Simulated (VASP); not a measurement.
Here is a VASP 6.6.1 calculation.

File INCAR:

```
  PREC = Accurate
  ENCUT = 520
  EDIFF = 1E-6
  ISMEAR = 0
  SIGMA = 0.02
  LREAL = Auto
  LASPH = True
  NELM = 100
  ALGO = Normal
  ISIF = 2
  LWAVE = False
  LCHARG = False
  GGA = PE
  NELECT = 122.0
  NBANDS = 83
```

File KPOINTS:

```
Automatic mesh
0
Gamma
  2 2 2
  0.5 0.5 0.5
```

The input POSCAR:

```
Si
1.0
    5.4700937555     -5.4700937555      5.4700937555
   -5.4700937555     -5.4700937555     -5.4700937555
    5.4700937555      5.4700937555     -5.4700937555
Si
31
Direct
    0.4999998395      0.1250033419      0.7499997593
    0.7479425734      0.0006924013      0.4990549746
    0.7432351586      0.7537408286      0.7499999421
   -0.0033610027     -0.0039179402      0.2466390085
    0.0011124124      0.7527498950      0.5020574825
    0.0033610027      0.4994430849      0.7500000335
    0.2490549634      0.0006923099     -0.0020575516
    0.2520574713      0.7527498950      0.2511124236
    0.2567647947      0.5105057838      0.5067648059
    0.2565355482      0.2389269834      0.7500000335
    0.5000000223      0.7537409200     -0.0067646921
    0.5000000223      0.4994430849      0.2533610139
    0.5000000223      0.2389268920      0.5065356507
    0.7434644965      0.4823914576     -0.0065355370
    0.7509450813      0.2516373689      0.2488875074
   -0.0011124124      0.2516374603      0.0009450478
    0.7509451727      0.2493070614      0.5020572997
    0.7434637653      0.0110727535      0.7500000335
    0.0033613683      0.2539184998      0.2533612881
    0.0011121382     -0.0016381803      0.4990547917
   -0.0033612769      0.7505571538      0.7500000335
    0.2520573799      0.2493070614      0.0009452306
    0.2490547806     -0.0016381803      0.2511121493
    0.2565362794      0.7676090553      0.5065362906
    0.2567644291      0.4962588616      0.7499999421
    0.5000000223      0.0110726621     -0.0065361768
    0.5000000223      0.7505571538      0.2466387342
    0.5000000223      0.4962588616      0.5067645316
    0.7432355242      0.7394944549     -0.0067644179
    0.7479426648      0.4972497039      0.2488878730
   -0.0011121382      0.4972497039     -0.0020573688
```

Potentials or basis: VASP PAW PBE potentials, release 64 (Si).

Launch:

```console
$ cat potpaw_PBE.64/Si/POTCAR > POTCAR
$ mpirun -np 1 vasp_std > vasp.out
```

Estimate the largest force.

0.024 eV/Å.

Forces on the atoms (eV/Å):
```
Si   0.000  0.000  0.000
Si   0.000 -0.007  0.014
Si   0.004  0.007  0.004
Si  -0.009  0.003  0.003
Si  -0.007  0.014  0.000
Si   0.003 -0.009  0.003
Si   0.000  0.014 -0.007
Si  -0.007  0.000  0.014
Si   0.007  0.004  0.004
Si  -0.012  0.016 -0.012
Si   0.004  0.004  0.007
Si   0.003  0.003 -0.009
Si  -0.012 -0.012  0.016
Si   0.016 -0.012 -0.012
Si   0.014  0.000 -0.007
Si   0.014 -0.007  0.000
Si   0.000 -0.014  0.007
Si   0.012 -0.016  0.012
Si   0.009 -0.003 -0.003
Si  -0.014  0.007  0.000
Si  -0.003  0.009 -0.003
Si   0.000  0.007 -0.014
Si  -0.014  0.000  0.007
Si  -0.016  0.012  0.012
Si  -0.004 -0.007 -0.004
Si   0.012  0.012 -0.016
Si  -0.003 -0.003  0.009
Si  -0.004 -0.004 -0.007
Si  -0.007 -0.004 -0.004
Si   0.007  0.000 -0.014
Si   0.007 -0.014  0.000
```

Caveat: the cell carries a net charge on a neutralising background, which shifts energy and pressure.
